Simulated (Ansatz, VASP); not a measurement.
# Mn: VASP beside Ansatz

```
Mn
1.0
     4.00770    0.00000    0.00000
    -2.00385    3.47077    0.00000
     0.00000    0.00000    2.51365
Mn
3
Direct
  0.00000 0.00000 0.00000
  0.33333 0.66667 0.50000
  0.66667 0.33333 0.50000
```

Alike in both runs: task single point; functional PBE; k mesh 12 × 12 × 17; occupations fermi-dirac, width 0.1 eV; no spin polarisation.

```csv
,VASP,Ansatz
version,VASP 6.6.1,Ansatz 0.2.0
potentials or method,"VASP PAW PBE potentials, release 64 (Mn_pv), cutoff 520 eV","plane waves (420 eV) with PAW, scalar-relativistic"
valence electrons in the cell,39,45
```

```tsv
	VASP	Ansatz	Ansatz less VASP
pressure (GPa)	-17.7	-17.8	-0.05
traceless stress, the component that is largest in VASP (GPa)	0.83	0.89	+0.063
```

VASP's potentials hold 39 valence electrons a cell and Ansatz's 45, so a difference there can come from the potentials and not from the codes.
